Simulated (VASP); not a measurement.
SnO2: single point with PBE-based screened hybrid

SnO2:

```
Sn O
1.0
     0.00000    2.57415    2.57415
     2.57415    0.00000    2.57415
     2.57415    2.57415    0.00000
Sn O
1 2
Direct
  0.00000 0.00000 0.00000
  0.75000 0.75000 0.75000
  0.25000 0.25000 0.25000
```

```yaml
Program: VASP 6.6.1
Task: single point
Functional: PBE-based screened hybrid
Potentials_or_basis: VASP PAW PBE potentials, release 64 (Sn_d, O)
Cutoff: 520 eV
k_mesh: 5 × 5 × 5
Occupations: fermi-dirac, width 0.05 eV
Spin: no spin polarisation
Dipole_correction: no
Grid_for_exact_exchange_PRECFOCK: Normal
Share_of_exact_exchange: 0.25
Further_INCAR_settings: ALGO = Normal; EDIFF = 1e-07; NBANDS = 20
Screening_parameter: 0.3 1/Å
```

| Item | Value |
| --- | --- |
| Pressure | -11.1 GPa |
| Band gap on the k mesh | 1.05 eV, indirect (least direct gap 2.32 eV) |

Levels at points of the mesh, in eV from the valence-band top:
| k point | band 9 | band 10 | band 11 | band 12 | band 13 | band 14 | band 15 | band 16 | band 17 | band 18 |
| --- | --- | --- | --- | --- | --- | --- | --- | --- | --- | --- |
| (0.00, 0.00, 0.00) | -2.91 | -2.91 | -1.27 | -1.27 | -1.27 | 1.05 | 8.45 | 8.45 | 8.45 | 14.75 |

Run time: 47 min on 1 thread of Oxide Virtual Turin-like Processor (shared host), peak memory 0.23 GiB.

Caveat: the k points lie up to 0.42 Å⁻¹ apart; the PAW data sets were made with another functional, which shifts forces and pressure a little; spin-orbit coupling is left out, which moves the levels of the heavy elements. A k mesh can miss the band edges.
